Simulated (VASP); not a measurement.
# K3Pd (Pm-3m) in VASP: single point with RPBE

Aim: the single point of K3Pd with RPBE.

Everything below comes from runs of VASP 6.6.1. Logs are shortened: lines on timing, memory, paths and dates and some standing lists are left out, and cuts for length are marked.

### Step 1. The cell of the first run

Symmetry: Pm-3m, No. 221, cubic system. Conventional cell: a = 5.445 Å, b = 5.445 Å, c = 5.445 Å, α = 90.00°, β = 90.00°, γ = 90.00°. K (site symmetry 4/mmm) has 8 K at 3.85 Å and 4 Pd at 3.85 Å within 5.1 Å. Pd (site symmetry m-3m) has 12 K at 3.85 Å within 5.1 Å.

### Step 2. Single point, RPBE

The input, INCAR:

```
ALGO = Normal
EDIFF = 1E-6
ENCUT = 520
GGA = RP
ISIF = 2
ISMEAR = -1
LASPH = T
LCHARG = T
LELF = T
LREAL = F
LVHAR = T
LWAVE = F
NBANDS = 26
NELM = 80
PREC = Accurate
SIGMA = 0.05
```

The input, KPOINTS:

```
k-points
0
Gamma
  4 4 4
```

The input, POSCAR:

```
K3Pd
1.0
    5.4450130000      0.0000000000      0.0000000000
    0.0000000000      5.4450130000      0.0000000000
    0.0000000000      0.0000000000      5.4450130000
K Pd
3 1
Direct
    0.5000000000      0.5000000000      0.0000000000
    0.5000000000      0.0000000000      0.5000000000
    0.0000000000      0.5000000000      0.5000000000
    0.0000000000      0.0000000000      0.0000000000
```

Potentials or basis: VASP PAW PBE potentials, release 64 (K_sv, Pd).

Command:

```
$ cat potpaw_PBE.64/K_sv/POTCAR potpaw_PBE.64/Pd/POTCAR > POTCAR
$ mpirun -np 1 vasp_std > vasp.out
```

OUTCAR:

```text
EDIFF = 1E-6
   ENCUT = 520
   GGA = RP
   ISIF = 2
   ISMEAR = -1
   LASPH = T
   LREAL = F
   NELM = 80
   PREC = Accurate

 ion  position               nearest neighbor table
   1  0.500  0.500  0.000-
   2  0.500  0.000  0.500-
   3  0.000  0.500  0.500-
   4  0.000  0.000  0.000-

  LATTYP: Found a simple cubic cell.
 ALAT       =     5.4450130000

  Lattice vectors:

 A1 = (   5.4450130000,   0.0000000000,   0.0000000000)
 A2 = (   0.0000000000,   5.4450130000,   0.0000000000)
 A3 = (   0.0000000000,   0.0000000000,   5.4450130000)

Analysis of symmetry for initial positions (statically):
=====================================================================
 Subroutine PRICEL returns:
 Original cell was already a primitive cell.

 Routine SETGRP: Setting up the symmetry group for a
 simple cubic supercell.

 Subroutine GETGRP returns: Found 48 space group operations
 (whereof 48 operations were pure point group operations)
 out of a pool of 48 trial point group operations.

The static configuration has the point symmetry O_h .

Analysis of symmetry for dynamics (positions and initial velocities):
=====================================================================
 Subroutine PRICEL returns:
 Original cell was already a primitive cell.

 Routine SETGRP: Setting up the symmetry group for a
 simple cubic supercell.

 Subroutine GETGRP returns: Found 48 space group operations
 (whereof 48 operations were pure point group operations)
 out of a pool of 48 trial point group operations.

The dynamic configuration has the point symmetry O_h .

 Subroutine INISYM returns: Found 48 space group operations
 (whereof 48 operations are pure point group operations),
 and found     1 'primitive' translations

----------------------------------------------------------------------------------------

                                     Primitive cell

  volume of cell :     161.4347

  direct lattice vectors                    reciprocal lattice vectors
     5.445013000  0.000000000  0.000000000     0.183654291  0.000000000  0.000000000
     0.000000000  5.445013000  0.000000000     0.000000000  0.183654291  0.000000000
     0.000000000  0.000000000  5.445013000     0.000000000  0.000000000  0.183654291

  length of vectors
     5.445013000  5.445013000  5.445013000     0.183654291  0.183654291  0.183654291

  position of ions in fractional coordinates (direct lattice)
     0.500000000  0.500000000  0.000000000
     0.500000000  0.000000000  0.500000000
     0.000000000  0.500000000  0.500000000
     0.000000000  0.000000000  0.000000000

  ion indices of the primitive-cell ions
   primitive index   ion index
                 1           1
                 2           2
                 3           3
                 4           4

----------------------------------------------------------------------------------------

 KPOINTS: k-points

Automatic generation of k-mesh.
 Grid dimensions read from file:
 generate k-points for:    4    4    4

 Generating k-lattice:

  Cartesian coordinates                     Fractional coordinates (reciprocal lattice)
     0.045913573  0.000000000  0.000000000     0.250000000  0.000000000  0.000000000
     0.000000000  0.045913573  0.000000000     0.000000000  0.250000000  0.000000000
     0.000000000  0.000000000  0.045913573     0.000000000  0.000000000  0.250000000

  Length of vectors
     0.045913573  0.045913573  0.045913573

  Shift w.r.t. Gamma in fractional coordinates (k-lattice)
     0.000000000  0.000000000  0.000000000

 Subroutine IBZKPT returns following result:
 ===========================================

 Found     10 irreducible k-points:

 Following reciprocal coordinates:
            Coordinates               Weight
  0.000000  0.000000  0.000000      1.000000
  0.250000  0.000000  0.000000      6.000000
  0.500000  0.000000  0.000000      3.000000
  0.250000  0.250000  0.000000     12.000000
  0.500000  0.250000  0.000000     12.000000
  0.500000  0.500000  0.000000      3.000000
  0.250000  0.250000  0.250000      8.000000
  0.500000  0.250000  0.250000     12.000000
  0.500000  0.500000  0.250000      6.000000
  0.500000  0.500000  0.500000      1.000000
   k-points           NKPTS =     10   k-points in BZ     NKDIM =     10   number of bands    NBANDS=     26
   number of dos      NEDOS =    301   number of ions     NIONS =      4
   total plane-waves  NPLWV =  64000
   dimension x,y,z NGX =    40 NGY =   40 NGZ =   40
   dimension x,y,z NGXF=    80 NGYF=   80 NGZF=   80
   ions per type =               3   1
   NGX,Y,Z   is equivalent  to a cutoff of  12.21, 12.21, 12.21 a.u.
   NGXF,Y,Z  is equivalent  to a cutoff of  24.43, 24.43, 24.43 a.u.
 SYSTEM =  unknown system
   PREC   = accura    normal or accurate (medium, high low for compatibility)
   ISTART =      0    job   : 0-new  1-cont  2-samecut
   ICHARG =      2    charge: 1-file 2-atom 10-const
   ISPIN  =      1    spin polarized calculation?
   LNONCOLLINEAR =      F non collinear calculations
   LSORBIT =      F    spin-orbit coupling
   LASPH  =      T    aspherical Exc in radial PAW
   ENCUT  =  520.0 eV  38.22 Ry    6.18 a.u.  10.12 10.12 10.12*2*pi/ulx,y,z
   NELM   =     80;   NELMIN=  2; NELMDL= -5     # of ELM steps
   EDIFF  = 0.1E-05   stopping-criterion for ELM
   LREAL  =      F    real-space projection
   EDIFFG = 0.1E-04   stopping-criterion for IOM
   NSW    =      0    number of steps for IOM
   IBRION =     -1    ionic relax: 0-MD 1-quasi-New 2-CG
   NFREE  =      0    steps in history (QN), initial steepest desc. (CG)
   ISIF   =      2    stress and relaxation
   ISYM   =      2    0-nonsym 1-usesym 2-fastsym
   POTIM  = 0.5000    time-step for ionic-motion
   TEBEG  =    0.0;   TEEND  =   0.0 temperature during run
   PSTRESS=    0.0 pullay stress
   NELECT =      37.0000    total number of electrons
   NUPDOWN=      -1.0000    fix difference up-down
   EMIN   =  10.00;   EMAX   =-10.00  energy-range for DOS
   EFERMI =   0.00;   METHOD = LEGACY
   ISMEAR =    -1;   SIGMA  =   0.05  broadening in eV -4-tet -1-fermi 0-gaus
   EFERMI_NEDOS =   21; number of points for ismear=-14 and -15
   IALGO  =     38    algorithm
   IMIX   =      4    mixing-type and parameters
     AMIX     =   0.40;   BMIX     =  1.00
     AMIX_MAG =   1.60;   BMIX_MAG =  1.00
  volume/ion in A,a.u.               =      40.36       272.35
  Fermi-wavevector in a.u.,A,eV,Ry     =   1.001866  1.893253 13.656662  1.003736
  Thomas-Fermi vector in A             =   2.134316
   LORBIT       =      0    0 simple, 1 ext, 2 COOP (PROOUT), +10 PAW based schemes
   GGA     = RP    functional components
   LHFCALC =     F    Hartree Fock is set to
   AEXX    =    0.0000 exact exchange contribution
   IVDW    =     0    specifies the selected vdW correction
   LEPSILON=     F    determine dielectric tensor
   LRPA    =     F    only Hartree local field effects (RPA)
 non-spin polarized calculation
  energy-cutoff  :      520.00
  volume of cell :      161.43
 maximum number of plane-waves:      4385
   NGX = 21   NGY = 21   NGZ = 21

 number of electron      37.0000014 magnetization

 Free energy of the ion-electron system (eV)
  ---------------------------------------------------
  ext. energy  EPLUGINS =         0.00000000
  ---------------------------------------------------
  free energy    TOTEN  =        -6.69328927 eV

  energy without entropy =       -6.67466009  energy(sigma->0) =       -6.68397468

 E-fermi :   1.4878     XC(G=0):  -7.1556

 val. band max:        1.2839572418   @ k =   0.5000   0.2500   0.2500
 cond. band min:       1.4895883539   @ k =   0.2500   0.0000   0.0000
 fundamental gap:      0.2056311121
 Fermi energy:         1.4878153636

 k-point     1 :       0.0000    0.0000    0.0000
  band No.  band energies     occupation
      1     -30.4915      2.00000
      2     -30.4411      2.00000
      3     -30.4411      2.00000
      4     -14.1062      2.00000
      5     -14.1062      2.00000
      6     -14.1062      2.00000
[... 18 lines left out ...]
     25       4.8542      0.00000
     26       4.8542      0.00000

 k-point     2 :       0.2500    0.0000    0.0000
  band No.  band energies     occupation
      1     -30.4850      2.00000
      2     -30.4475      2.00000
      3     -30.4410      2.00000
      4     -14.0870      2.00000
      5     -14.0870      2.00000
      6     -14.0747      2.00000
[... 18 lines left out ...]
     25       5.0040      0.00000
     26       5.0040      0.00000

 k-point     3 :       0.5000    0.0000    0.0000
  band No.  band energies     occupation
      1     -30.4746      2.00000
      2     -30.4578      2.00000
      3     -30.4410      2.00000
      4     -14.0642      2.00000
      5     -14.0642      2.00000
      6     -14.0240      2.00000
[... 18 lines left out ...]
     25       5.1192      0.00000
     26       5.1192      0.00000

 k-point     4 :       0.2500    0.2500    0.0000
  band No.  band energies     occupation
      1     -30.4793      2.00000
      2     -30.4494      2.00000
      3     -30.4446      2.00000
      4     -14.1199      2.00000
      5     -14.0670      2.00000
      6     -14.0074      2.00000
[... 18 lines left out ...]
     25       5.2408      0.00000
     26       5.3826      0.00000

 k-point     5 :       0.5000    0.2500    0.0000
  band No.  band energies     occupation
      1     -30.4696      2.00000
      2     -30.4577      2.00000
      3     -30.4458      2.00000
      4     -14.1236      2.00000
      5     -14.0425      2.00000
      6     -13.9636      2.00000
[... 18 lines left out ...]
     25       5.1251      0.00000
     26       5.5212      0.00000

 k-point     6 :       0.5000    0.5000    0.0000
  band No.  band energies     occupation
      1     -30.4577      2.00000
      2     -30.4576      2.00000
      3     -30.4576      2.00000
      4     -14.1536      2.00000
      5     -14.0144      2.00000
      6     -13.9987      2.00000
[... 18 lines left out ...]
     25       4.9946      0.00000
     26       5.7518      0.00000

 k-point     7 :       0.2500    0.2500    0.2500
  band No.  band energies     occupation
      1     -30.4745      2.00000
      2     -30.4493      2.00000
      3     -30.4493      2.00000
      4     -14.1701      2.00000
      5     -13.9956      2.00000
      6     -13.9956      2.00000
[... 18 lines left out ...]
     25       4.9185      0.00000
     26       5.6596      0.00000

 k-point     8 :       0.5000    0.2500    0.2500
  band No.  band energies     occupation
      1     -30.4661      2.00000
      2     -30.4576      2.00000
      3     -30.4492      2.00000
      4     -14.1922      2.00000
      5     -13.9683      2.00000
      6     -13.9680      2.00000
[... 18 lines left out ...]
     25       4.8625      0.00000
     26       5.8902      0.00000

 k-point     9 :       0.5000    0.5000    0.2500
  band No.  band energies     occupation
      1     -30.4576      2.00000
      2     -30.4576      2.00000
      3     -30.4576      2.00000
      4     -14.2306      2.00000
      5     -13.9976      2.00000
      6     -13.9594      2.00000
[... 18 lines left out ...]
     25       4.2149      0.00000
     26       6.2204      0.00000

 k-point    10 :       0.5000    0.5000    0.5000
  band No.  band energies     occupation
      1     -30.4575      2.00000
      2     -30.4575      2.00000
      3     -30.4575      2.00000
      4     -14.2793      2.00000
      5     -13.9965      2.00000
      6     -13.9965      2.00000
[... 18 lines left out ...]
     25       3.2179      0.00000
     26       6.5014      0.00000

------------------------ aborting loop because EDIFF is reached ----------------------------------------

  FORCE on cell =-STRESS in cart. coord.  units (eV):
  Direction    XX          YY          ZZ          XY          YZ          ZX
  --------------------------------------------------------------------------------------
  -------------------------------------------------------------------------------------
  Total        0.8979076      0.8979076      0.8979076     -0.0000000      0.0000000     -0.0000000
  in kB        8.9113904      8.9113904      8.9113904     -0.0000000      0.0000000     -0.0000000
  external PRESSURE =       8.9113904 kB  Pullay stress =       0.0000000 kB

 VOLUME and BASIS-vectors are now :
 -----------------------------------------------------------------------------
  energy-cutoff  :      520.00
  volume of cell :      161.43
      direct lattice vectors                 reciprocal lattice vectors
     5.445013000  0.000000000  0.000000000     0.183654291  0.000000000  0.000000000
     0.000000000  5.445013000  0.000000000     0.000000000  0.183654291  0.000000000
     0.000000000  0.000000000  5.445013000     0.000000000  0.000000000  0.183654291

 POSITION                                       TOTAL-FORCE (eV/Angst)
 -----------------------------------------------------------------------------------
      2.72251      2.72251      0.00000         0.000000      0.000000      0.000000
      2.72251      0.00000      2.72251         0.000000      0.000000      0.000000
      0.00000      2.72251      2.72251         0.000000      0.000000      0.000000
      0.00000      0.00000      0.00000         0.000000      0.000000      0.000000
 -----------------------------------------------------------------------------------
    total drift:                               -0.000000     -0.000000     -0.000000

  FREE ENERGIE OF THE ION-ELECTRON SYSTEM (eV)
  ---------------------------------------------------
  free  energy   TOTEN  =        -6.6932892728 eV

  energy  without entropy=       -6.6746600856  energy(sigma->0) =       -6.68397468
```

Run time: 34 s. Hardware: 1 thread of Intel Xeon Platinum 8375C at 2.90GHz (Ice Lake), shared host; peak memory 0.24 GiB.

Results:

```yaml
Free_energy: -6.6933 eV
Pressure: 0.9 GPa
```

Caveat: the PAW data sets were made with another functional, which shifts forces and pressure a little.
